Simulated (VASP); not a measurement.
# C in VASP: notebook

C is run at these levels: PBE0, PBEsol-based global hybrid, HSE06, PBEsol-based screened hybrid; tasks: single point.

Program: VASP 6.6.1. These are calculated values, not measurements. Logs are shortened: lines on timing, memory, paths and dates and some standing lists are left out, and cuts for length are marked.

**1. The cell of the first run**

The cell holds a slab with vacuum, 4 atoms: a = 2.456 Å, b = 2.456 Å, c = 24.134 Å, α = 90.00°, β = 90.00°, γ = 120.00°.

**2. Single point, PBE0**

File POSCAR:

```
C
1.0
    2.4562275060      0.0000000000      0.0000000000
   -1.2281137530      2.1271554177      0.0000000000
    0.0000000000      0.0000000000     24.1339601687
C
4
Direct
    0.6666666667      0.3333333333      0.5704754400
    0.3333333333      0.6666666667      0.4295245600
    0.0000000000      0.0000000000      0.4295312300
    0.0000000000      0.0000000000      0.5704687700
```

File INCAR.step1:

```
SYSTEM = C
PREC = Accurate
ENCUT = 520
EDIFF = 1E-5
ISMEAR = -1
SIGMA = 0.05
LREAL = .FALSE.
LASPH = .TRUE.
NELM = 60
ALGO = Normal
ISIF = 2
LWAVE = .TRUE.
GGA = PE
NBANDS = 16
```

File INCAR.step2:

```
SYSTEM = C
PREC = Accurate
ENCUT = 520
EDIFF = 1E-6
ISMEAR = -1
SIGMA = 0.05
LREAL = .FALSE.
LASPH = .TRUE.
NELM = 60
ALGO = Normal
ISIF = 2
LWAVE = .FALSE.
LCHARG = .TRUE.
GGA = PE
LHFCALC = .TRUE.
AEXX = 0.25
PRECFOCK = Normal
LELF = .TRUE.
LVHAR = .TRUE.
ISTART = 1
NBANDS = 16
```

File KPOINTS:

```
Automatic mesh
0
G
  6 6 1
  0 0 0
```

Potentials or basis: VASP PAW PBE potentials, release 64 (C).

The run is started by

```
$ cat potpaw_PBE.64/C/POTCAR > POTCAR
$ cp INCAR.step1 INCAR
$ mpirun -np 1 vasp_std > vasp.out
$ cp INCAR.step2 INCAR
$ mpirun -np 1 vasp_std > vasp.out
```

OUTCAR:

```text
SYSTEM = C
   PREC = Accurate
   ENCUT = 520
   EDIFF = 1E-6
   ISMEAR = -1
   LREAL = .FALSE.
   LASPH = .TRUE.
   NELM = 60
   ISIF = 2
   GGA = PE
   LHFCALC = .TRUE.
   AEXX = 0.25
   PRECFOCK = Normal
   ISTART = 1

 ion  position               nearest neighbor table
   1  0.667  0.333  0.570-   4 1.42   4 1.42   4 1.42
   2  0.333  0.667  0.430-   3 1.42   3 1.42   3 1.42
   3  0.000  0.000  0.430-   2 1.42   2 1.42   2 1.42
   4  0.000  0.000  0.570-   1 1.42   1 1.42   1 1.42

  LATTYP: Found a hexagonal cell.
 ALAT       =     2.4562275060
 C/A-ratio  =     9.8256208392

  Lattice vectors:

 A1 = (   2.4562275060,   0.0000000000,   0.0000000000)
 A2 = (  -1.2281137530,   2.1271554177,   0.0000000000)
 A3 = (   0.0000000000,   0.0000000000,  24.1339601687)

Analysis of symmetry for initial positions (statically):
=====================================================================
 Subroutine PRICEL returns:
 Original cell was already a primitive cell.

 Routine SETGRP: Setting up the symmetry group for a
 hexagonal supercell.

 Subroutine GETGRP returns: Found 12 space group operations
 (whereof 12 operations were pure point group operations)
 out of a pool of 24 trial point group operations.

The static configuration has the point symmetry D_3d.

Analysis of symmetry for dynamics (positions and initial velocities):
=====================================================================
 Subroutine PRICEL returns:
 Original cell was already a primitive cell.

 Routine SETGRP: Setting up the symmetry group for a
 hexagonal supercell.

 Subroutine GETGRP returns: Found 12 space group operations
 (whereof 12 operations were pure point group operations)
 out of a pool of 24 trial point group operations.

The dynamic configuration has the point symmetry D_3d.

 Subroutine INISYM returns: Found 12 space group operations
 (whereof 12 operations are pure point group operations),
 and found     1 'primitive' translations

----------------------------------------------------------------------------------------

                                     Primitive cell

  volume of cell :     126.0946

  direct lattice vectors                    reciprocal lattice vectors
     2.456227506  0.000000000  0.000000000     0.407128410  0.235055697  0.000000000
    -1.228113753  2.127155418  0.000000000     0.000000000  0.470111395  0.000000000
     0.000000000  0.000000000 24.133960169     0.000000000  0.000000000  0.041435388

  length of vectors
     2.456227506  2.456227506 24.133960169     0.470111395  0.470111395  0.041435388

  position of ions in fractional coordinates (direct lattice)
     0.666666667  0.333333333  0.570475440
     0.333333333  0.666666667  0.429524560
     0.000000000  0.000000000  0.429531230
     0.000000000  0.000000000  0.570468770

  ion indices of the primitive-cell ions
   primitive index   ion index
                 1           1
                 2           2
                 3           3
                 4           4

----------------------------------------------------------------------------------------

 KPOINTS: Automatic mesh

Automatic generation of k-mesh.
 Grid dimensions read from file:
 generate k-points for:    6    6    1

 Generating k-lattice:

  Cartesian coordinates                     Fractional coordinates (reciprocal lattice)
     0.067854735  0.039175950  0.000000000     0.166666667  0.000000000  0.000000000
     0.000000000  0.078351899  0.000000000     0.000000000  0.166666667  0.000000000
     0.000000000  0.000000000  0.041435388     0.000000000  0.000000000  1.000000000

  Length of vectors
     0.078351899  0.078351899  0.041435388

  Shift w.r.t. Gamma in fractional coordinates (k-lattice)
     0.000000000  0.000000000  0.000000000

 Subroutine IBZKPT returns following result:
 ===========================================

 Found      7 irreducible k-points:

 Following reciprocal coordinates:
            Coordinates               Weight
  0.000000  0.000000  0.000000      1.000000
  0.166667 -0.000000  0.000000      6.000000
  0.333333 -0.000000  0.000000      6.000000
  0.500000 -0.000000  0.000000      3.000000
  0.166667  0.166667  0.000000      6.000000
  0.333333  0.166667  0.000000     12.000000
  0.333333  0.333333  0.000000      2.000000
   k-points           NKPTS =      7   k-points in BZ     NKDIM =     36   number of bands    NBANDS=     16
   number of dos      NEDOS =    301   number of ions     NIONS =      4
   total plane-waves  NPLWV =  58320
   dimension x,y,z NGX =    18 NGY =   18 NGZ =  180
   dimension x,y,z NGXF=    36 NGYF=   36 NGZF=  360
   ions per type =               4
   NGX,Y,Z   is equivalent  to a cutoff of  12.18, 12.18, 12.40 a.u.
   NGXF,Y,Z  is equivalent  to a cutoff of  24.37, 24.37, 24.80 a.u.
 SYSTEM =  C
   PREC   = accura    normal or accurate (medium, high low for compatibility)
   ISTART =      1    job   : 0-new  1-cont  2-samecut
   ICHARG =      0    charge: 1-file 2-atom 10-const
   ISPIN  =      1    spin polarized calculation?
   LNONCOLLINEAR =      F non collinear calculations
   LSORBIT =      F    spin-orbit coupling
   LASPH  =      T    aspherical Exc in radial PAW
   ENCUT  =  520.0 eV  38.22 Ry    6.18 a.u.   4.57  4.57 44.87*2*pi/ulx,y,z
   NELM   =     60;   NELMIN=  2; NELMDL=  0     # of ELM steps
   EDIFF  = 0.1E-05   stopping-criterion for ELM
   LREAL  =      F    real-space projection
   EDIFFG = 0.1E-04   stopping-criterion for IOM
   NSW    =      0    number of steps for IOM
   IBRION =     -1    ionic relax: 0-MD 1-quasi-New 2-CG
   NFREE  =      0    steps in history (QN), initial steepest desc. (CG)
   ISIF   =      2    stress and relaxation
   ISYM   =      3    0-nonsym 1-usesym 2-fastsym
   POTIM  = 0.5000    time-step for ionic-motion
   TEBEG  =    0.0;   TEEND  =   0.0 temperature during run
   PSTRESS=    0.0 pullay stress
   NELECT =      16.0000    total number of electrons
   NUPDOWN=      -1.0000    fix difference up-down
   EMIN   =  10.00;   EMAX   =-10.00  energy-range for DOS
   EFERMI =   0.00;   METHOD = LEGACY
   ISMEAR =    -1;   SIGMA  =   0.05  broadening in eV -4-tet -1-fermi 0-gaus
   EFERMI_NEDOS =   21; number of points for ismear=-14 and -15
   IALGO  =     38    algorithm
   IMIX   =      1    mixing-type and parameters
     AMIX     =   0.40;   BMIX     =  1.00
     AMIX_MAG =   1.60;   BMIX_MAG =  1.00
  volume/ion in A,a.u.               =      31.52       212.73
  Fermi-wavevector in a.u.,A,eV,Ry     =   0.822652  1.554586  9.207823  0.676756
  Thomas-Fermi vector in A             =   1.934024
   LORBIT       =      0    0 simple, 1 ext, 2 COOP (PROOUT), +10 PAW based schemes
   GGA     = PE    functional components
   LHFCALC =     T    Hartree Fock is set to
   PRECFOCK=normal    Normal, Fast or Accurate (Low or Medium for compatibility)
   ENCUT4O =  -1.0   cutoff for four orbital integrals eV
   NKREDX  =     1    reduce k-point grid by
   NKREDY  =     1    reduce k-point grid by
   NKREDZ  =     1    reduce k-point grid by
   AEXX    =    0.2500 exact exchange contribution
   HFSCREEN=    0.0000 screening length (either q_TF or 0.3 A-1)
   HFSCREENC=   0.0000 screening length for correlation (either q_TF or 0.3 A-1)
   ENCUTFOCK=  -1.0 apply spherical cutoff to Coloumb kernel
   IVDW    =     0    specifies the selected vdW correction
   LEPSILON=     F    determine dielectric tensor
   LRPA    =     F    only Hartree local field effects (RPA)
 non-spin polarized calculation
  energy-cutoff  :      520.00
  volume of cell :      126.09
 maximum number of plane-waves:      3452
  NGX = 14; NGY = 14; NGZ =140

 number of electron      15.9999996 magnetization

 Free energy of the ion-electron system (eV)
  ---------------------------------------------------
  ext. energy  EPLUGINS =         0.00000000
  ---------------------------------------------------
  free energy    TOTEN  =       -44.38110306 eV

  energy without entropy =      -44.38108861  energy(sigma->0) =      -44.38109583

 E-fermi :  -1.8082     XC(G=0):  -2.5190

 val. band max:       -2.2560193235   @ k =   0.3333   0.3333   0.0000
 cond. band min:      -1.3606506958   @ k =   0.3333   0.3333   0.0000
 fundamental gap:      0.8953686277
 Fermi energy:        -1.8082347880

 k-point     1 :       0.0000    0.0000    0.0000
  band No.  band energies     occupation
      1     -24.4494      2.00000
      2     -24.3065      2.00000
      3     -11.6508      2.00000
      4     -10.6464      2.00000
      5      -6.2115      2.00000
      6      -6.2106      2.00000
[... 8 lines left out ...]
     15       5.4851      0.00000
     16       7.3294      0.00000

 k-point     2 :       0.1667   -0.0000    0.0000
  band No.  band energies     occupation
      1     -23.7276      2.00000
      2     -23.5905      2.00000
      3     -10.7567      2.00000
      4      -9.7758      2.00000
      5      -8.7255      2.00000
      6      -8.6953      2.00000
[... 8 lines left out ...]
     15       6.3433      0.00000
     16       7.8342      0.00000

 k-point     3 :       0.3333   -0.0000    0.0000
  band No.  band energies     occupation
      1     -21.5969      2.00000
      2     -21.4765      2.00000
      3     -13.4912      2.00000
      4     -13.4277      2.00000
      5      -9.2258      2.00000
      6      -9.2010      2.00000
[... 8 lines left out ...]
     15       7.1928      0.00000
     16       7.2736      0.00000

 k-point     4 :       0.5000   -0.0000    0.0000
  band No.  band energies     occupation
      1     -18.6665      2.00000
      2     -18.6123      2.00000
      3     -17.4271      2.00000
      4     -17.3874      2.00000
      5      -9.9267      2.00000
      6      -9.9005      2.00000
[... 8 lines left out ...]
     15      10.5221      0.00000
     16      10.5427      0.00000

 k-point     5 :       0.1667    0.1667    0.0000
  band No.  band energies     occupation
      1     -22.3010      2.00000
      2     -22.1751      2.00000
      3     -11.4246      2.00000
      4     -11.3982      2.00000
      5      -9.8934      2.00000
      6      -9.8748      2.00000
[... 8 lines left out ...]
     15       6.6689      0.00000
     16       8.0413      0.00000

 k-point     6 :       0.3333    0.1667    0.0000
  band No.  band energies     occupation
      1     -19.5570      2.00000
      2     -19.4540      2.00000
      3     -15.4549      2.00000
      4     -15.3852      2.00000
      5     -11.7090      2.00000
      6     -11.6665      2.00000
[... 8 lines left out ...]
     15       9.7846      0.00000
     16       9.8362      0.00000

 k-point     7 :       0.3333    0.3333    0.0000
  band No.  band energies     occupation
      1     -16.8137      2.00000
      2     -16.7723      2.00000
      3     -16.7587      2.00000
      4     -16.7222      2.00000
      5     -14.4124      2.00000
      6     -14.4114      2.00000
[... 8 lines left out ...]
     15      12.2475      0.00000
     16      13.0068      0.00000

------------------------ aborting loop because EDIFF is reached ----------------------------------------

  FORCE on cell =-STRESS in cart. coord.  units (eV):
  Direction    XX          YY          ZZ          XY          YZ          ZX
  --------------------------------------------------------------------------------------
  -------------------------------------------------------------------------------------
  Total       -0.4826755     -0.4826755      0.0543009      0.0000000      0.0000000     -0.0000000
  in kB       -6.1329507     -6.1329507      0.6899560      0.0000000      0.0000000     -0.0000000
  external PRESSURE =      -3.8586485 kB  Pullay stress =       0.0000000 kB

 VOLUME and BASIS-vectors are now :
 -----------------------------------------------------------------------------
  energy-cutoff  :      520.00
  volume of cell :      126.09
      direct lattice vectors                 reciprocal lattice vectors
     2.456227506  0.000000000  0.000000000     0.407128410  0.235055697  0.000000000
    -1.228113753  2.127155418  0.000000000     0.000000000  0.470111395  0.000000000
     0.000000000  0.000000000 24.133960169     0.000000000  0.000000000  0.041435388

 POSITION                                       TOTAL-FORCE (eV/Angst)
 -----------------------------------------------------------------------------------
      1.22811      0.70905     13.76783         0.000000      0.000000      0.053147
     -0.00000      1.41810     10.36613        -0.000000      0.000000     -0.053147
      0.00000      0.00000     10.36629         0.000000      0.000000      0.025100
      0.00000      0.00000     13.76767        -0.000000      0.000000     -0.025100
 -----------------------------------------------------------------------------------
    total drift:                                0.000000      0.000000      0.000000

  FREE ENERGIE OF THE ION-ELECTRON SYSTEM (eV)
  ---------------------------------------------------
  free  energy   TOTEN  =       -44.3811030555 eV

  energy  without entropy=      -44.3810886142  energy(sigma->0) =      -44.38109583
```

Wall time 14 min (1 thread of Intel Xeon Platinum 8375C at 2.90GHz (Ice Lake), shared host); peak memory 0.24 GiB.

What came out:

```yaml
Free_energy: -44.3811 eV
Largest_force: 0.053 eV/Å
Band_gap_on_the_k_mesh: 0.90 eV, direct
```

Forces on the atoms (eV/Å):
```
C    0.000  0.000  0.053
C    0.000  0.000 -0.053
C    0.000  0.000  0.025
C    0.000  0.000 -0.025
```

Caveat: the k points lie up to 0.49 Å⁻¹ apart; the PAW data sets were made with another functional, which shifts forces and pressure a little.

[end of part 1 of 2]
